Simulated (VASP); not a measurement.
WBr2F2: relaxation of cell and atoms with PBE

The system is WBr2F2.

```xyz
5
Lattice="3.5935 0.0000 0.0000 -1.7967 3.1120 0.0000 0.0000 0.0000 9.0325" Properties=species:S:1:pos:R:3 pbc="T T T"
W     0.0000    0.0000    4.5162
Br    0.0000    2.0747    7.5358
Br    1.7967    1.0373    1.4967
F     0.0000    2.0747    3.2043
F     1.7967    1.0373    5.8282
```

The cell was generated, and may not be a known phase.

| Property | Result |
| --- | --- |
| Program | VASP 6.6.1 |
| Task | relaxation of cell and atoms |
| Functional | PBE |
| Potentials or basis | VASP PAW PBE potentials, release 64 (W_sv, Br, F) |
| Cutoff | 600 eV |
| k mesh | 6 × 6 × 2 |
| Occupations | gaussian, width 0.1 eV |
| Spin | collinear spin |
| Starting moments | [1.2, 0.09, 0.09, 0.01, 0.01] μB |
| Dipole correction | no |
| Further INCAR settings | ALGO = Normal; EDIFF = 1e-06; IBRION = 2; EDIFFG = -0.04; NSW = 90; ISIF = 3 |

```json
{"Relaxed volume": "19.34 Å³/atom", "Relaxed cell": "a = 3.696 Å, b = 3.696 Å, c = 8.177 Å, α = 90.00°, β = 90.00°, γ = 120.00°", "Space group after relaxing (to 0.1 Å)": "P-3m1 (No. 164)", "Energy gained by relaxing": "731.9 meV/atom", "Ionic steps": "34", "Pressure after relaxing": "-0.1 GPa", "Largest force after relaxing": "0.006 eV/Å", "Band gap on the k mesh": "zero (filled and empty bands overlap)", "Net moment": "0.00 μB per cell", "Valence electrons inside the program's atomic spheres": "W 11.41; Br 4.79; F 6.10"}
```

Forces on the atoms (eV/Å):
```
W    0.000  0.000  0.000
Br   0.000  0.000 -0.006
Br   0.000  0.000  0.006
F    0.000  0.000  0.001
F    0.000  0.000 -0.001
```

Stress tensor (GPa, compression positive):
```
-0.13  0.00  0.00
 0.00 -0.13  0.00
 0.00  0.00  0.08
```

The path:
```
step  energy change (eV)  largest force (eV/Å)  pressure (GPa)  volume (Å³)
   1              0.0000                3.1018           -8.85       101.01
   2             -1.3463                2.2534            1.19        85.55
   3             -1.4398                1.7693            8.11        80.61
   4             -1.9381                0.3179            7.23        84.15
   5             -1.9605                0.5009            7.46        85.15
   6             -2.1113                0.8458           -4.15        97.52
   7             -2.1548                0.5470           -1.08        93.17
   8             -2.2692                0.6634           -1.54        93.76
   9             -2.8220                1.1709           -3.54        95.30
  10             -3.4563                0.1686           -5.73        97.15
  11             -3.4573                0.5869           -5.86        96.80
  12             -3.4818                0.4692           -5.89        96.94
  13             -3.5383                0.2598           -4.77        95.59
  14             -3.5546                0.0692           -3.62        94.43
  15             -3.5919                0.0495           -2.74        93.41
  16             -3.6368                0.0680           -0.59        91.20
  17             -3.6396                0.0729            0.24        90.46
  18             -3.6396                0.0725            0.15        90.54
  19             -3.6400                0.0759            0.12        90.61
  20             -3.6410                0.0864            0.03        90.82
  21             -3.6425                0.1070           -0.14        91.23
  22             -3.6435                0.1479           -0.47        92.07
  23             -3.6438                0.1456           -0.45        92.09
  24             -3.6447                0.1388           -0.37        92.15
  25             -3.6463                0.1254           -0.20        92.28
  26             -3.6485                0.1152            0.14        92.53
  27             -3.6488                0.1200            0.86        93.01
  28             -3.6494                0.1181            0.52        92.78
  29             -3.6515                0.1111            0.44        93.15
  30             -3.6558                0.0883            0.23        94.26
  31             -3.6556                0.1017           -0.11        96.48
  32             -3.6571                0.0606            0.05        95.35
  33             -3.6581                0.0456            0.02        95.70
  34             -3.6596                0.0055           -0.06        96.72
```

Final structure:
```
W Br F
1.0
     3.69580    0.00000    0.00000
    -1.84790    3.20066    0.00000
     0.00000    0.00000    8.17687
W Br F
1 2 2
Cartesian
  0.0000 0.0000 4.0884
  0.0000 2.1338 6.4526
  1.8479 1.0669 1.7242
  0.0000 2.1338 3.6335
  1.8479 1.0669 4.5434
```

Levels at points of the mesh, in eV from the Fermi level:
Spin up:
| k point | band 17 | band 18 | band 19 | band 20 | band 21 | band 22 | band 23 | band 24 | band 25 | band 26 |
| --- | --- | --- | --- | --- | --- | --- | --- | --- | --- | --- |
| (0.00, 0.00, 0.00) | -1.77 | -1.61 | -0.86 | -0.86 | -0.06 | -0.06 | 0.18 | 2.78 | 2.78 | 3.21 |
| (0.50, 0.00, 0.00) | -2.34 | -2.25 | -2.25 | -1.46 | -0.12 | 0.06 | 0.16 | 0.56 | 1.71 | 5.49 |
| (0.00, 0.00, 0.50) | -1.75 | -1.75 | -0.93 | -0.93 | 0.00 | 0.00 | 0.36 | 2.78 | 2.78 | 3.88 |
| (0.50, 0.00, 0.50) | -2.32 | -2.31 | -1.90 | -1.31 | -0.16 | -0.05 | 0.11 | 0.56 | 1.71 | 5.41 |
Spin down:
| k point | band 17 | band 18 | band 19 | band 20 | band 21 | band 22 | band 23 | band 24 | band 25 | band 26 |
| --- | --- | --- | --- | --- | --- | --- | --- | --- | --- | --- |
| (0.00, 0.00, 0.00) | -1.77 | -1.61 | -0.86 | -0.86 | -0.06 | -0.06 | 0.18 | 2.78 | 2.78 | 3.21 |
| (0.50, 0.00, 0.00) | -2.34 | -2.25 | -2.25 | -1.46 | -0.12 | 0.06 | 0.16 | 0.56 | 1.71 | 5.49 |
| (0.00, 0.00, 0.50) | -1.75 | -1.75 | -0.93 | -0.93 | 0.00 | 0.00 | 0.36 | 2.78 | 2.78 | 3.88 |
| (0.50, 0.00, 0.50) | -2.32 | -2.31 | -1.90 | -1.31 | -0.16 | -0.05 | 0.11 | 0.56 | 1.71 | 5.41 |

Run time: 22 min on 1 thread of Intel(R) Xeon(R) 6975P-C (Granite Rapids), on a shared host, peak memory 0.34 GiB.

Caveat: spin-orbit coupling is left out, which moves the levels of the heavy elements; this functional lacks dispersion, which binds layers or chains, so the pressure and a relaxed spacing across them are unreliable.
